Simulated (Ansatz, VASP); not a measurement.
# One calculation of W, two programs

INCAR

```
SYSTEM = W
PREC = Accurate
ENCUT = 520
EDIFF = 1E-6
ISMEAR = -1
SIGMA = 0.05
LREAL = .FALSE.
LASPH = .TRUE.
NELM = 80
ALGO = Normal
ISIF = 2
LWAVE = .FALSE.
LCHARG = .FALSE.
GGA = CA
NBANDS = 13
```

File KPOINTS:

```
Automatic mesh
0
G
  11 11 11
  0 0 0
```

Contents of POSCAR:

```
W
1.0
    0.0000000000      1.9885598007      1.9885598007
    1.9885598007      0.0000000000      1.9885598007
    1.9885598007      1.9885598007      0.0000000000
W
1
Direct
    0.0000000000      0.0000000000      0.0000000000
```

The input input.yaml:

```yaml
crystal:
  lattice:
    - [0.0, 1.9885598007, 1.9885598007]
    - [1.9885598007, 0.0, 1.9885598007]
    - [1.9885598007, 1.9885598007, 0.0]
  atoms:
    - { symbol: W, position: [0.0, 0.0, 0.0] }
kpoints:
  mp_grid: { grid: [11, 11, 11] }
scf:
  occupations: { method: fermi_dirac, width: 0.05 }
hamiltonian:
  xc: lda
  pseudopotentials: { kind: all_electron, lapw: { basis_error: 0.001 } }
output:
  forces: true
  stress: true
  eigenvalues: true
```

Change from the starting cell: volume scaled by 0.94.

Alike in both runs: task single point; functional LDA; k mesh 11 × 11 × 11; occupations fermi-dirac, width 0.05 eV; no spin polarisation.

```csv
,VASP,Ansatz
version,VASP 6.6.1,Ansatz 0.2.0
potentials or method,"VASP PAW LDA potentials, release 64 (W_sv), cutoff 520 eV","all-electron LAPW, scalar-relativistic"
```

|  | VASP | Ansatz | Ansatz less VASP |
| --- | --- | --- | --- |
| gap on the k mesh at the Fermi level (eV) | none | none | - |
| pressure (GPa) | 1.7 | -0.2 | -1.82 |

LDA's correlation is that of Perdew and Zunger in VASP and of Perdew and Wang (1992) in Ansatz. A gap of «none» marks a metal or a gap that the smearing closes. Ansatz ran all-electron here, and VASP with PAW potentials.

Neither program's run includes spin-orbit coupling.
